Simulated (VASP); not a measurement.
The system is Cu.

```xyz
2
Lattice="2.5341 0.0000 0.0000 -1.2670 2.1946 0.0000 0.0000 0.0000 4.1126" Properties=species:S:1:pos:R:3 pbc="T T T"
Cu    0.0000    1.4631    1.0281
Cu    1.2670    0.7315    3.0844
```

Base run:

| Property | Result |
| --- | --- |
| Program | VASP 6.6.1 |
| Functional | PBE |
| Potentials or basis | VASP PAW PBE potentials, release 64 (Cu) |
| Cutoff | 600 eV |
| k mesh | 8 × 8 × 5 |
| Occupations | fermi-dirac, width 0.1 eV |
| Spin | no spin polarisation |

Its results: band gap on the k mesh zero (band 11 reaches 10.90 eV, above the bottom of band 12 at 6.09 eV); pressure 8.3 GPa.

The run is repeated on the same cell with these changes: k mesh from 8 × 8 × 5 to 5 × 5 × 3. What comes out?

Band gap on the k mesh zero (band 11 reaches 9.89 eV, above the bottom of band 12 at 6.17 eV); pressure 7.5 GPa.

Caveats: some runs use coarse meshes.
